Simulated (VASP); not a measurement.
# Rb (Fm-3m) in VASP: further runs

Rb is run at these levels: PBE; tasks: single point, relaxation of cell and atoms.

Everything below comes from runs of VASP 6.6.1. Logs are shortened: lines on timing, memory, paths and dates and some standing lists are left out, and cuts for length are marked.

## Step 1: The cell of the first run

It takes space group Fm-3m (No. 225, cubic). Conventional cell: a = 6.352 Å, b = 6.352 Å, c = 6.352 Å, α = 90.00°, β = 90.00°, γ = 90.00°. Rb (site symmetry m-3m) has 12 Rb at 4.49 Å within 5.9 Å.

This isn't the form of Rb at room conditions, which is bcc.

## Step 2: Single point, PBE

Input file INCAR:

```
SYSTEM = Rb
PREC = Accurate
ENCUT = 520
EDIFF = 1E-6
ISMEAR = -1
SIGMA = 0.08
LREAL = .False.
LASPH = .True.
NELM = 100
ALGO = Normal
ISIF = 2
LWAVE = .False.
LCHARG = .False.
GGA = PE
NBANDS = 10
```

Input file KPOINTS:

```
Automatic mesh
0
Gamma
  11 11 11
  0 0 0
```

Input file POSCAR:

```
Rb
1.0
    0.0000000000      3.1760649082      3.1760649082
    3.1760649082      0.0000000000      3.1760649082
    3.1760649082      3.1760649082      0.0000000000
Rb
1
Direct
    0.0000000000      0.0000000000      0.0000000000
```

Potentials or basis: VASP PAW PBE potentials, release 64 (Rb_sv).

Started as:

```console
> cat potpaw_PBE.64/Rb_sv/POTCAR > POTCAR
> mpirun -np 1 vasp_std > vasp.out
```

OUTCAR:

```text
SYSTEM = Rb
   PREC = Accurate
   ENCUT = 520
   EDIFF = 1E-6
   ISMEAR = -1
   LREAL = .False.
   LASPH = .True.
   NELM = 100
   ISIF = 2
   GGA = PE

 ion  position               nearest neighbor table
   1  0.000  0.000  0.000-

  LATTYP: Found a face centered cubic cell.
 ALAT       =     6.3521298164

  Lattice vectors:

 A1 = (   0.0000000000,   3.1760649082,   3.1760649082)
 A2 = (   3.1760649082,   0.0000000000,   3.1760649082)
 A3 = (   3.1760649082,   3.1760649082,   0.0000000000)

Analysis of symmetry for initial positions (statically):
=====================================================================
 Subroutine PRICEL returns:
 Original cell was already a primitive cell.

 Routine SETGRP: Setting up the symmetry group for a
 face centered cubic supercell.

 Subroutine GETGRP returns: Found 48 space group operations
 (whereof 48 operations were pure point group operations)
 out of a pool of 48 trial point group operations.

The static configuration has the point symmetry O_h .

Analysis of symmetry for dynamics (positions and initial velocities):
=====================================================================
 Subroutine PRICEL returns:
 Original cell was already a primitive cell.

 Routine SETGRP: Setting up the symmetry group for a
 face centered cubic supercell.

 Subroutine GETGRP returns: Found 48 space group operations
 (whereof 48 operations were pure point group operations)
 out of a pool of 48 trial point group operations.

The dynamic configuration has the point symmetry O_h .

 Subroutine INISYM returns: Found 48 space group operations
 (whereof 48 operations are pure point group operations),
 and found     1 'primitive' translations

----------------------------------------------------------------------------------------

                                     Primitive cell

  volume of cell :      64.0764

  direct lattice vectors                    reciprocal lattice vectors
     0.000000000  3.176064908  3.176064908    -0.157427513  0.157427513  0.157427513
     3.176064908  0.000000000  3.176064908     0.157427513 -0.157427513  0.157427513
     3.176064908  3.176064908  0.000000000     0.157427513  0.157427513 -0.157427513

  length of vectors
     4.491634068  4.491634068  4.491634068     0.272672451  0.272672451  0.272672451

  position of ions in fractional coordinates (direct lattice)
     0.000000000  0.000000000  0.000000000

  ion indices of the primitive-cell ions
   primitive index   ion index
                 1           1

----------------------------------------------------------------------------------------

 KPOINTS: Automatic mesh

Automatic generation of k-mesh.
 Grid dimensions read from file:
 generate k-points for:   11   11   11

 Generating k-lattice:

  Cartesian coordinates                     Fractional coordinates (reciprocal lattice)
    -0.014311592  0.014311592  0.014311592     0.090909091  0.000000000  0.000000000
     0.014311592 -0.014311592  0.014311592     0.000000000  0.090909091  0.000000000
     0.014311592  0.014311592 -0.014311592     0.000000000  0.000000000  0.090909091

  Length of vectors
     0.024788405  0.024788405  0.024788405

  Shift w.r.t. Gamma in fractional coordinates (k-lattice)
     0.000000000  0.000000000  0.000000000

 Subroutine IBZKPT returns following result:
 ===========================================

 Found     56 irreducible k-points:

 Following reciprocal coordinates:
            Coordinates               Weight
  0.000000  0.000000  0.000000      1.000000
  0.090909  0.000000  0.000000      8.000000
  0.181818  0.000000  0.000000      8.000000
  0.272727  0.000000  0.000000      8.000000
  0.363636  0.000000  0.000000      8.000000
  0.454545  0.000000  0.000000      8.000000
[... 16 lines left out ...]
 -0.272727  0.181818  0.000000     24.000000
 -0.181818  0.181818  0.000000     12.000000
 [... further k-points ...]
   k-points           NKPTS =     56   k-points in BZ     NKDIM =     56   number of bands    NBANDS=     10
   number of dos      NEDOS =    301   number of ions     NIONS =      1
   total plane-waves  NPLWV =  46656
   dimension x,y,z NGX =    36 NGY =   36 NGZ =   36
   dimension x,y,z NGXF=    72 NGYF=   72 NGZF=   72
   ions per type =               1
   NGX,Y,Z   is equivalent  to a cutoff of  13.32, 13.32, 13.32 a.u.
   NGXF,Y,Z  is equivalent  to a cutoff of  26.65, 26.65, 26.65 a.u.
 SYSTEM =  Rb
   PREC   = accura    normal or accurate (medium, high low for compatibility)
   ISTART =      0    job   : 0-new  1-cont  2-samecut
   ICHARG =      2    charge: 1-file 2-atom 10-const
   ISPIN  =      1    spin polarized calculation?
   LNONCOLLINEAR =      F non collinear calculations
   LSORBIT =      F    spin-orbit coupling
   LASPH  =      T    aspherical Exc in radial PAW
   ENCUT  =  520.0 eV  38.22 Ry    6.18 a.u.   8.35  8.35  8.35*2*pi/ulx,y,z
   NELM   =    100;   NELMIN=  2; NELMDL= -5     # of ELM steps
   EDIFF  = 0.1E-05   stopping-criterion for ELM
   LREAL  =      F    real-space projection
   EDIFFG = 0.1E-04   stopping-criterion for IOM
   NSW    =      0    number of steps for IOM
   IBRION =     -1    ionic relax: 0-MD 1-quasi-New 2-CG
   NFREE  =      0    steps in history (QN), initial steepest desc. (CG)
   ISIF   =      2    stress and relaxation
   ISYM   =      2    0-nonsym 1-usesym 2-fastsym
   POTIM  = 0.5000    time-step for ionic-motion
   TEBEG  =    0.0;   TEEND  =   0.0 temperature during run
   PSTRESS=    0.0 pullay stress
   NELECT =       9.0000    total number of electrons
   NUPDOWN=      -1.0000    fix difference up-down
   EMIN   =  10.00;   EMAX   =-10.00  energy-range for DOS
   EFERMI =   0.00;   METHOD = LEGACY
   ISMEAR =    -1;   SIGMA  =   0.08  broadening in eV -4-tet -1-fermi 0-gaus
   EFERMI_NEDOS =   21; number of points for ismear=-14 and -15
   IALGO  =     38    algorithm
   IMIX   =      4    mixing-type and parameters
     AMIX     =   0.40;   BMIX     =  1.00
     AMIX_MAG =   1.60;   BMIX_MAG =  1.00
  volume/ion in A,a.u.               =      64.08       432.41
  Fermi-wavevector in a.u.,A,eV,Ry     =   0.850987  1.608132  9.853054  0.724179
  Thomas-Fermi vector in A             =   1.967050
   LORBIT       =      0    0 simple, 1 ext, 2 COOP (PROOUT), +10 PAW based schemes
   GGA     = PE    functional components
   LHFCALC =     F    Hartree Fock is set to
   AEXX    =    0.0000 exact exchange contribution
   IVDW    =     0    specifies the selected vdW correction
   LEPSILON=     F    determine dielectric tensor
   LRPA    =     F    only Hartree local field effects (RPA)
 non-spin polarized calculation
  energy-cutoff  :      520.00
  volume of cell :       64.08
 maximum number of plane-waves:      1759
 NGX is ok and might be reduce to    36
   NGX = 17   NGY = 17   NGZ = 17

 number of electron       9.0000000 magnetization

 Free energy of the ion-electron system (eV)
  ---------------------------------------------------
  ext. energy  EPLUGINS =         0.00000000
  ---------------------------------------------------
  free energy    TOTEN  =        -0.82427199 eV

  energy without entropy =       -0.80583712  energy(sigma->0) =       -0.81505455

 E-fermi :   1.0018     XC(G=0):  -6.3911

 val. band max:        0.9524721761   @ k =   0.4545   0.2727   0.0000
 cond. band min:       1.0323624225   @ k =  -0.2727   0.2727   0.0000
 fundamental gap:      0.0798902464
 Fermi energy:         1.0017834712

 k-point     1 :       0.0000    0.0000    0.0000
  band No.  band energies     occupation
      1     -27.8367      2.00000
      2     -11.8084      2.00000
      3     -11.8084      2.00000
      4     -11.8084      2.00000
      5      -1.4956      2.00000
      6       4.8256      0.00000
      7       4.8256      0.00000
      8       4.8256      0.00000
      9       6.5582      0.00000
     10       6.5582      0.00000

 k-point     2 :       0.0909    0.0000    0.0000
  band No.  band energies     occupation
      1     -27.8352      2.00000
      2     -11.8338      2.00000
      3     -11.8115      2.00000
      4     -11.8115      2.00000
      5      -1.3656      2.00000
      6       4.5285      0.00000
      7       4.8851      0.00000
      8       4.8851      0.00000
      9       6.4136      0.00000
     10       6.4136      0.00000

 k-point     3 :       0.1818    0.0000    0.0000
  band No.  band energies     occupation
      1     -27.8310      2.00000
      2     -11.9006      2.00000
      3     -11.8197      2.00000
      4     -11.8197      2.00000
      5      -0.9928      2.00000
      6       3.9157      0.00000
      7       4.9739      0.00000
      8       4.9739      0.00000
      9       6.2429      0.00000
     10       6.2429      0.00000

 k-point     4 :       0.2727    0.0000    0.0000
  band No.  band energies     occupation
      1     -27.8255      2.00000
      2     -11.9856      2.00000
      3     -11.8304      2.00000
      4     -11.8304      2.00000
      5      -0.4278      2.00000
      6       3.2588      0.00000
      7       4.8880      0.00000
      8       4.8880      0.00000
      9       6.4583      0.00000
     10       6.4583      0.00000

 k-point     5 :       0.3636    0.0000    0.0000
  band No.  band energies     occupation
      1     -27.8204      2.00000
      2     -12.0613      2.00000
      3     -11.8402      2.00000
      4     -11.8402      2.00000
      5       0.2460      1.99984
      6       2.6271      0.00000
      7       4.6988      0.00000
      8       4.6988      0.00000
      9       7.0422      0.00000
     10       7.0422      0.00000

 k-point     6 :       0.4545    0.0000    0.0000
  band No.  band energies     occupation
      1     -27.8174      2.00000
      2     -12.1053      2.00000
      3     -11.8460      2.00000
      4     -11.8460      2.00000
      5       0.8681      1.68350
      6       2.0740      0.00000
      7       4.5748      0.00000
      8       4.5748      0.00000
      9       7.5224      0.00000
     10       7.6792      0.00000
[... 183 lines left out ...]
 k-point    21 :      -0.4545    0.1818    0.0000
  band No.  band energies     occupation
      1     -27.8146      2.00000
      2     -12.0802      2.00000
      3     -11.9063      2.00000
      4     -11.8639      2.00000
      5       1.4422      0.00810
      6       1.9598      0.00001
      7       3.7034      0.00000
      8       4.9233      0.00000
      9       6.7840      0.00000
     10       7.6337      0.00000

 k-point    22 :      -0.3636    0.1818    0.0000
  band No.  band energies     occupation
      1     -27.8156      2.00000
      2     -12.0662      2.00000
      3     -11.9126      2.00000
      4     -11.8537      2.00000
      5       1.0824      0.53483
      6       2.3289      0.00000
      7       3.6497      0.00000
      8       4.9348      0.00000
      9       6.8767      0.00000
     10       7.2967      0.00000

 k-point    23 :      -0.2727    0.1818    0.0000
  band No.  band energies     occupation
      1     -27.8189      2.00000
      2     -12.0267      2.00000
      3     -11.9033      2.00000
      4     -11.8401      2.00000
      5       0.3997      1.99892
      6       2.9335      0.00000
      7       3.7274      0.00000
      8       5.0803      0.00000
      9       6.1393      0.00000
     10       7.8380      0.00000

 k-point    24 :      -0.1818    0.1818    0.0000
  band No.  band energies     occupation
      1     -27.8236      2.00000
      2     -11.9776      2.00000
      3     -11.8771      2.00000
      4     -11.8275      2.00000
      5      -0.2323      2.00000
      6       3.3629      0.00000
      7       4.1303      0.00000
      8       5.3378      0.00000
      9       5.5843      0.00000
     10       7.1770      0.00000

 [... further k-points ...]

------------------------ aborting loop because EDIFF is reached ----------------------------------------

  FORCE on cell =-STRESS in cart. coord.  units (eV):
  Direction    XX          YY          ZZ          XY          YZ          ZX
  --------------------------------------------------------------------------------------
  -------------------------------------------------------------------------------------
  Total        0.7498698      0.7498698      0.7498698     -0.0000000     -0.0000000      0.0000000
  in kB       18.7498741     18.7498741     18.7498741     -0.0000000     -0.0000000      0.0000000
  external PRESSURE =      18.7498741 kB  Pullay stress =       0.0000000 kB

 VOLUME and BASIS-vectors are now :
 -----------------------------------------------------------------------------
  energy-cutoff  :      520.00
  volume of cell :       64.08
      direct lattice vectors                 reciprocal lattice vectors
     0.000000000  3.176064908  3.176064908    -0.157427513  0.157427513  0.157427513
     3.176064908  0.000000000  3.176064908     0.157427513 -0.157427513  0.157427513
     3.176064908  3.176064908  0.000000000     0.157427513  0.157427513 -0.157427513

 POSITION                                       TOTAL-FORCE (eV/Angst)
 -----------------------------------------------------------------------------------
      0.00000      0.00000      0.00000         0.000000     -0.000000      0.000000
 -----------------------------------------------------------------------------------
    total drift:                               -0.000000      0.000000      0.000000

  FREE ENERGIE OF THE ION-ELECTRON SYSTEM (eV)
  ---------------------------------------------------
  free  energy   TOTEN  =        -0.8242719893 eV

  energy  without entropy=       -0.8058371165  energy(sigma->0) =       -0.81505455
```

It took 37 s on 1 thread of Intel Xeon 8259CL, shared host; peak memory 0.21 GiB.

Results:

```
Free energy            : -0.8243 eV
Pressure               : 1.9 GPa
Band gap on the k mesh : zero (an odd number of electrons rules out a gap without spin polarisation)
```

(Continued in part 2 of 2.)
